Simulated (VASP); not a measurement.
TaN:

```
CELL_PARAMETERS angstrom
0.00000 2.21132 2.21132
2.21132 0.00000 2.21132
2.21132 2.21132 0.00000
ATOMIC_POSITIONS crystal
Ta 0.50000 0.50000 0.50000
N 0.00000 0.00000 0.00000
```

```yaml
Program: VASP 6.6.1
Task: relaxation of cell and atoms
Functional: PBEsol
Dispersion: D4
Potentials_or_basis: VASP PAW PBE potentials, release 64 (Ta_pv, N)
Cutoff: 600 eV
k_mesh: 10 × 10 × 10
Occupations: fermi-dirac, width 0.05 eV
Spin: no spin polarisation
```

At the start: pressure -12.8 GPa; volume 10.81 Å³/atom.

Where does the relaxation end?

Over 4 steps the energy falls by 16.8 meV/atom and the volume is 10.41 Å³/atom (-3.7 %); space group Fm-3m (No. 225, to 0.05 Å).

The path:
```
step  energy change (eV)  largest force (eV/Å)  pressure (GPa)  volume (Å³)
   1              0.0000                0.0000          -12.78        21.63
   2              0.1692                0.0000           39.79        19.04
   3             -0.0335                0.0000           -0.37        20.84
   4             -0.0335                0.0000           -0.07        20.82
```

Final structure:
```
Ta N
1.0
     0.00000    2.18345    2.18345
     2.18345    0.00000    2.18345
     2.18345    2.18345    0.00000
Ta N
1 1
Direct
  0.50000 0.50000 0.50000
  0.00000 0.00000 0.00000
```

Caveat: the PAW data sets were made with another functional, which shifts forces and pressure a little.
